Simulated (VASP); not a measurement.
Write the native input for VASP 6.6.1 that does the following.

* Task: single point
* Functional: PBE
* Potentials or basis: VASP PAW PBE potentials, release 64 (Fe, H, O)
* Cutoff: 520 eV
* k mesh: 6 × 6 × 4
* Occupations: gaussian, width 0.1 eV
* Spin: collinear spin, ferromagnetic start
* Starting moments: [4.0, 4.0, 0.0, 0.0, 0.0, 0.0] μB
* Dipole correction: no
* Further INCAR settings: ALGO = Normal; EDIFF = 1e-06; NBANDS = 28

The structure of FeHO lies in POSCAR:

```
FeHO
1.0
    2.8924637900      0.0000000000      0.0000000000
    0.0000000000      2.8924637900      0.0000000000
    0.0000000000      0.0000000000      6.1235971900
Fe H O
2 2 2
Direct
    0.0000000000      0.5000000000      0.0839000000
    0.5000000000      0.0000000000      0.9161000000
    0.0000000000      0.5000000000      0.6503000300
    0.5000000000      0.0000000000      0.3496999700
    0.0000000000      0.5000000000      0.3300000100
    0.5000000000      0.0000000000      0.6699999900
```

The cell was generated, and may not be a known phase.

These files were run (other wordings do the same):

INCAR

```
PREC = Accurate
ENCUT = 520
EDIFF = 1E-6
ISMEAR = 0
SIGMA = 0.1
LREAL = False
LASPH = True
NELM = 150
ALGO = Normal
ISIF = 2
LWAVE = False
LCHARG = True
ISPIN = 2
MAGMOM = 4 4 0 0 0 0
LORBIT = 11
LMAXMIX = 4
GGA = PE
LELF = True
LVHAR = True
NBANDS = 28
```

KPOINTS

```
regular mesh
0
Gamma
  6 6 4
```

Potentials or basis: VASP PAW PBE potentials, release 64 (Fe, H, O).

Launch:

```sh
$ cat potpaw_PBE.64/Fe/POTCAR potpaw_PBE.64/H/POTCAR potpaw_PBE.64/O/POTCAR > POTCAR
$ mpirun -np 1 vasp_std > vasp.out
```

Results of the run:

```yaml
Pressure: 31.9 GPa
Largest_force: 9.165 eV/Å
Net_moment: 4.30 μB per cell
Site_moments: Fe +1.72; H +0.12; O +0.10 μB
Valence_electrons_inside_the_program's_atomic_spheres: Fe 8.01; H 0.31; O 4.96
```

Caveat: the k points lie up to 0.36 Å⁻¹ apart; the run started ferromagnetic, and an antiferromagnetic order may lie lower in energy; forces of over 1 eV/Å act on the atoms, so gaps and moduli don't describe the material at rest.

It took 44 s on 1 thread of Intel(R) Xeon(R) 6975P-C (Granite Rapids), with other jobs on the host, peak memory 0.22 GiB.
